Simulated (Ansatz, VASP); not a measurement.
## Rh in VASP and in Ansatz

```
Rh
1.0
     3.68886    0.00000    0.00000
     0.00000    3.68886    0.00000
     0.00000    0.00000    3.68886
Rh
3
Direct
  0.50000 0.00000 0.00000
  0.00000 0.50000 0.00000
  0.00000 0.00000 0.50000
```

Alike in both runs: task single point; functional PBE; k mesh 6 × 6 × 6; occupations gaussian, width 0.1 eV; collinear spin.

|  | VASP | Ansatz |
| --- | --- | --- |
| version | VASP 6.6.1 | Ansatz 0.2.0 |
| potentials or method | VASP PAW PBE potentials, release 64 (Rh_pv), cutoff 500 eV | scalar-relativistic, plane waves, PAW |
| valence electrons in the cell | 45 | 51 |

Ansatz gave:

```
gap on the k mesh at the Fermi level (eV)                     : none
pressure (GPa)                                                : 0.3
net moment per atom (μB)                                      : 0.34
size of the moment on the site where the two differ most (μB) : 0.33
```

Question: What did VASP give for the same quantities?

Answer: gap on the k mesh at the Fermi level (eV): none; pressure (GPa): 0.4; net moment per atom (μB): 0.34; size of the moment on the site where the two differ most (μB): 0.34.

Site moments also hang on the region over which each program counts them. A gap of «none» marks a metal or a gap that the smearing closes. VASP's potentials hold 45 valence electrons a cell and Ansatz's 51, so a difference there can come from the potentials and not from the codes.
